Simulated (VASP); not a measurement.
# LuPW: single point with PBE

The system is LuPW.

```
Lu P W
1.0
     4.12765    0.00000    0.00000
    -2.06382    3.57465    0.00000
     0.00000    0.00000    3.87745
Lu P W
1 1 1
Direct
  0.66667 0.33333 0.00000
  0.00000 0.00000 0.50000
  0.33333 0.66667 0.50000
```

The cell was built from a structure type or drawn by symmetry, and may not be a known phase.

```
Program             : VASP 6.6.1
Task                : single point
Functional          : PBE
Potentials or basis : VASP PAW PBE potentials, release 64 (Lu, P, W_sv)
Cutoff              : 520 eV
k mesh              : 6 × 6 × 4
Occupations         : gaussian, width 0.1 eV
Spin                : no spin polarisation
```

```json
{
 "Pressure": "0.3 GPa",
 "Band gap on the k mesh": "zero (bands 22 and 23 overlap by 2.03 eV)"
}
```

Stress tensor (GPa, compression positive):
```
0.31 0.00 0.00
0.00 0.31 0.00
0.00 0.00 0.22
```

Levels at points of the mesh, in eV from the Fermi level:
```tsv
k point	band 18	band 19	band 20	band 21	band 22	band 23	band 24	band 25	band 26	band 27
(0.00, 0.00, 0.00)	-4.61	-3.39	-1.66	-0.44	-0.28	-0.28	1.39	1.39	3.60	3.60
(0.50, 0.00, 0.00)	-3.33	-3.28	-2.93	-1.41	-1.20	0.47	1.67	1.87	3.83	4.07
(0.00, 0.00, 0.50)	-4.74	-4.74	-1.71	-1.71	1.32	2.34	2.34	2.47	2.92	4.47
(0.50, 0.00, 0.50)	-4.83	-3.40	-1.33	-1.03	-1.01	-0.71	0.91	1.09	4.04	4.91
```

It took 54 s on 1 thread of Intel(R) Xeon(R) Platinum 8375C CPU @ 2.90GHz (Ice Lake), with other jobs on the host, peak memory 0.21 GiB.

Caveat: the k points lie up to 0.41 Å⁻¹ apart, too coarse for converged energies and pressures of a metal; spin-orbit coupling is left out, which moves the levels of the heavy elements.
